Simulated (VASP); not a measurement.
# Sn2TeS (P6_3mc) in VASP: single point with PBE

Aim: the single point of Sn2TeS with PBE.

Everything below comes from runs of VASP 6.6.1. Logs are shortened: lines on timing, memory, paths and dates and some standing lists are left out, and cuts for length are marked.

## 1. The cell of the first run

It takes space group P6_3mc (No. 186, hexagonal). Conventional cell: a = 4.268 Å, b = 4.268 Å, c = 15.473 Å, α = 90.00°, β = 90.00°, γ = 120.00°. Within 4.0 Å of Sn (site symmetry 3m) lie 3 Te at 3.01 Å and 3 S at 3.38 Å and 1 Sn at 3.59 Å. Within 3.7 Å of Sn (site symmetry 3m) lie 3 S at 2.77 Å and 3 Te at 3.45 Å and 1 Sn at 3.59 Å. Te (site symmetry 3m) has 6 Sn at 3.01 to 3.45 Å within 4.0 Å. S (site symmetry 3m) has 6 Sn at 2.77 to 3.38 Å within 3.7 Å.

## 2. Single point, PBE

File INCAR:

```
  ALGO = Normal
  EDIFF = 1E-6
  ENCUT = 520
  GGA = PE
  ISIF = 2
  ISMEAR = 0
  LASPH = True
  LCHARG = True
  LELF = True
  LREAL = False
  LVHAR = True
  LWAVE = False
  NBANDS = 50
  NELM = 100
  PREC = Accurate
  SIGMA = 0.1
```

File KPOINTS:

```
k-points
0
Gamma
  6 6 1
```

File POSCAR:

```
Sn2TeS
1.0
    4.2678719954      0.0000000000      0.0000000000
   -2.1339359977      3.6960855682      0.0000000000
    0.0000000000      0.0000000000     15.4730270861
Sn Te S
4 2 2
Direct
    0.3333333333      0.6666666667      0.6198879957
    0.6666666667      0.3333333333      0.1198879957
    0.6666666667      0.3333333333      0.3519801796
    0.3333333333      0.6666666667      0.8519801796
    0.0000000000      0.0000000000      0.0084093448
    0.0000000000      0.0000000000      0.5084093448
    0.3333333333      0.6666666667      0.2697258757
    0.6666666667      0.3333333333      0.7697258757
```

Potentials or basis: VASP PAW PBE potentials, release 64 (Sn_d, Te, S).

On the command line:

```sh
> cat potpaw_PBE.64/Sn_d/POTCAR potpaw_PBE.64/Te/POTCAR potpaw_PBE.64/S/POTCAR > POTCAR
> mpirun -np 1 vasp_std > vasp.out
```

OUTCAR:

```text
EDIFF = 1E-6
   ENCUT = 520
   GGA = PE
   ISIF = 2
   ISMEAR = 0
   LASPH = True
   LREAL = False
   NELM = 100
   PREC = Accurate

 ion  position               nearest neighbor table
   1  0.333  0.667  0.620-   6 3.01   6 3.01   6 3.01   4 3.59
   2  0.667  0.333  0.120-   5 3.01   5 3.01   5 3.01   3 3.59
   3  0.667  0.333  0.352-   7 2.77   7 2.77   7 2.77   6 3.45   6 3.45   6 3.45   2 3.59
   4  0.333  0.667  0.852-   8 2.77   8 2.77   8 2.77   5 3.45   5 3.45   5 3.45   1 3.59
   5  0.000  0.000  0.008-   2 3.01   2 3.01   2 3.01   4 3.45   4 3.45   4 3.45
   6  0.000  0.000  0.508-   1 3.01   1 3.01   1 3.01   3 3.45   3 3.45   3 3.45
   7  0.333  0.667  0.270-   3 2.77   3 2.77   3 2.77
   8  0.667  0.333  0.770-   4 2.77   4 2.77   4 2.77

  LATTYP: Found a hexagonal cell.
 ALAT       =     4.2678719954
 C/A-ratio  =     3.6254665329

  Lattice vectors:

 A1 = (   4.2678719954,   0.0000000000,   0.0000000000)
 A2 = (  -2.1339359977,   3.6960855682,   0.0000000000)
 A3 = (   0.0000000000,   0.0000000000,  15.4730270861)

Analysis of symmetry for initial positions (statically):
=====================================================================
 Subroutine PRICEL returns:
 Original cell was already a primitive cell.

 Routine SETGRP: Setting up the symmetry group for a
 hexagonal supercell.

 Subroutine GETGRP returns: Found 12 space group operations
 (whereof  6 operations were pure point group operations)
 out of a pool of 24 trial point group operations.

The static configuration has the point symmetry C_3v.
 The point group associated with its full space group is C_6v.

Analysis of symmetry for dynamics (positions and initial velocities):
=====================================================================
 Subroutine PRICEL returns:
 Original cell was already a primitive cell.

 Routine SETGRP: Setting up the symmetry group for a
 hexagonal supercell.

 Subroutine GETGRP returns: Found 12 space group operations
 (whereof  6 operations were pure point group operations)
 out of a pool of 24 trial point group operations.

The dynamic configuration has the point symmetry C_3v.
 The point group associated with its full space group is C_6v.

[... 92 lines left out ...]
   EDIFF  = 0.1E-05   stopping-criterion for ELM
   LREAL  =      F    real-space projection
   EDIFFG = 0.1E-04   stopping-criterion for IOM
   NSW    =      0    number of steps for IOM
   IBRION =     -1    ionic relax: 0-MD 1-quasi-New 2-CG
   NFREE  =      0    steps in history (QN), initial steepest desc. (CG)
   ISIF   =      2    stress and relaxation
   ISYM   =      2    0-nonsym 1-usesym 2-fastsym
   POTIM  = 0.5000    time-step for ionic-motion
   TEBEG  =    0.0;   TEEND  =   0.0 temperature during run
   PSTRESS=    0.0 pullay stress
   NELECT =      80.0000    total number of electrons
   NUPDOWN=      -1.0000    fix difference up-down
   EMIN   =  10.00;   EMAX   =-10.00  energy-range for DOS
   EFERMI =   0.00;   METHOD = LEGACY
   ISMEAR =     0;   SIGMA  =   0.10  broadening in eV -4-tet -1-fermi 0-gaus
   EFERMI_NEDOS =   21; number of points for ismear=-14 and -15
   IALGO  =     38    algorithm
   IMIX   =      4    mixing-type and parameters
     AMIX     =   0.40;   BMIX     =  1.00
     AMIX_MAG =   1.60;   BMIX_MAG =  1.00
  volume/ion in A,a.u.               =      30.51       205.89
  Fermi-wavevector in a.u.,A,eV,Ry     =   1.128744  2.133016 17.334664  1.274062
  Thomas-Fermi vector in A             =   2.265435
   LORBIT       =      0    0 simple, 1 ext, 2 COOP (PROOUT), +10 PAW based schemes
   GGA     = PE    functional components
   LHFCALC =     F    Hartree Fock is set to
   AEXX    =    0.0000 exact exchange contribution
   IVDW    =     0    specifies the selected vdW correction
   LEPSILON=     F    determine dielectric tensor
   LRPA    =     F    only Hartree local field effects (RPA)
 non-spin polarized calculation
 Gauss-broadening in eV      SIGMA  =   0.10
  energy-cutoff  :      520.00
  volume of cell :      244.08
 maximum number of plane-waves:      6642
 NGX is ok and might be reduce to    32
   NGX = 15   NGY = 15   NGZ = 57

 number of electron      80.0000019 magnetization

 Free energy of the ion-electron system (eV)
  ---------------------------------------------------
  ext. energy  EPLUGINS =         0.00000000
  ---------------------------------------------------
  free energy    TOTEN  =       -32.24955619 eV

  energy without entropy =      -32.24823680  energy(sigma->0) =      -32.24889650

 E-fermi :   5.6857     XC(G=0):  -9.1686

 val. band max:        5.5210566565   @ k =   0.0000   0.0000   0.0000
 cond. band min:       5.8279526351   @ k =   0.5000  -0.0000   0.0000
 fundamental gap:      0.3068959786
 Fermi energy:         5.6856578053

 k-point     1 :       0.0000    0.0000    0.0000
  band No.  band energies     occupation
      1     -16.0198      2.00000
      2     -16.0193      2.00000
      3     -16.0128      2.00000
      4     -16.0128      2.00000
      5     -16.0127      2.00000
      6     -16.0127      2.00000
[... 360 lines left out ...]
     49       9.1051      0.00000
     50      10.4545      0.00000

------------------------ aborting loop because EDIFF is reached ----------------------------------------

  FORCE on cell =-STRESS in cart. coord.  units (eV):
  Direction    XX          YY          ZZ          XY          YZ          ZX
  --------------------------------------------------------------------------------------
  -------------------------------------------------------------------------------------
  Total        0.2835176      0.2835176      0.3983519      0.0000000      0.0000000     -0.0000000
  in kB        1.8610668      1.8610668      2.6148623      0.0000000      0.0000000     -0.0000000
  external PRESSURE =       2.1123320 kB  Pullay stress =       0.0000000 kB

 VOLUME and BASIS-vectors are now :
 -----------------------------------------------------------------------------
  energy-cutoff  :      520.00
  volume of cell :      244.08
      direct lattice vectors                 reciprocal lattice vectors
     4.267871995  0.000000000  0.000000000     0.234308808  0.135278253  0.000000000
    -2.133935998  3.696085568  0.000000000     0.000000000  0.270556507  0.000000000
     0.000000000  0.000000000 15.473027086     0.000000000  0.000000000  0.064628595

 POSITION                                       TOTAL-FORCE (eV/Angst)
 -----------------------------------------------------------------------------------
     -0.00000      2.46406      9.59154         0.000000      0.000000     -0.016048
      2.13394      1.23203      1.85503         0.000000     -0.000000     -0.016048
      2.13394      1.23203      5.44620        -0.000000      0.000000      0.014852
     -0.00000      2.46406     13.18271         0.000000      0.000000      0.014852
      0.00000      0.00000      0.13012        -0.000000      0.000000     -0.025102
      0.00000      0.00000      7.86663        -0.000000     -0.000000     -0.025102
     -0.00000      2.46406      4.17348         0.000000      0.000000      0.026298
      2.13394      1.23203     11.90999        -0.000000      0.000000      0.026298
 -----------------------------------------------------------------------------------
    total drift:                                0.000000      0.000000     -0.002072

  FREE ENERGIE OF THE ION-ELECTRON SYSTEM (eV)
  ---------------------------------------------------
  free  energy   TOTEN  =       -32.2495561940 eV

  energy  without entropy=      -32.2482368007  energy(sigma->0) =      -32.24889650
```

OSZICAR:

```text
N       E                     dE             d eps       ncg     rms          rms(c)
DAV:   1     0.841145690288E+03    0.84115E+03   -0.35725E+04   732   0.194E+03
DAV:   2     0.114714355890E+03   -0.72643E+03   -0.70343E+03   700   0.571E+02
DAV:   3    -0.219776810412E+02   -0.13669E+03   -0.12903E+03   824   0.196E+02
DAV:   4    -0.327900336439E+02   -0.10812E+02   -0.10578E+02   832   0.538E+01
DAV:   5    -0.332453861763E+02   -0.45535E+00   -0.45404E+00   916   0.114E+01    0.980E+00
DAV:   6    -0.321963421394E+02    0.10490E+01   -0.19770E+00   952   0.665E+00    0.660E+00
DAV:   7    -0.322546014358E+02   -0.58259E-01   -0.10077E+00   888   0.301E+00    0.250E+00
DAV:   8    -0.322473090737E+02    0.72924E-02   -0.71909E-02   910   0.154E+00    0.592E-01
DAV:   9    -0.322485541898E+02   -0.12451E-02   -0.14307E-02   808   0.598E-01    0.228E-01
DAV:  10    -0.322492101097E+02   -0.65592E-03   -0.21886E-03  1012   0.165E-01    0.130E-01
DAV:  11    -0.322495441763E+02   -0.33407E-03   -0.43672E-04   928   0.107E-01    0.529E-02
DAV:  12    -0.322495491402E+02   -0.49639E-05   -0.80974E-05   880   0.654E-02    0.164E-02
DAV:  13    -0.322495537037E+02   -0.45635E-05   -0.18961E-05   672   0.235E-02    0.683E-03
DAV:  14    -0.322495559781E+02   -0.22744E-05   -0.47569E-06   656   0.110E-02    0.357E-03
DAV:  15    -0.322495561940E+02   -0.21596E-06   -0.40184E-07   512   0.534E-03
   1 F= -.32249556E+02 E0= -.32248896E+02  d E =-.131939E-02
```

It took 98 s on 1 thread of Intel Xeon 6975P-C, shared host; peak memory 0.38 GiB.

Results:

```
Free energy            : -32.2496 eV
Pressure               : 0.2 GPa
Largest force          : 0.026 eV/Å
Band gap on the k mesh : 0.31 eV, indirect (least direct gap 0.83 eV)
```

Forces in eV/Å, atoms in the order of the input:
```
Sn   0.000  0.000 -0.016
Sn   0.000  0.000 -0.016
Sn   0.000  0.000  0.015
Sn   0.000  0.000  0.015
Te   0.000  0.000 -0.025
Te   0.000  0.000 -0.025
S    0.000  0.000  0.026
S    0.000  0.000  0.026
```

Stress tensor (GPa, compression positive):
```
0.19 0.00 0.00
0.00 0.19 0.00
0.00 0.00 0.26
```

Caveat: spin-orbit coupling is left out, which moves the levels of the heavy elements. A k mesh can miss the band edges.
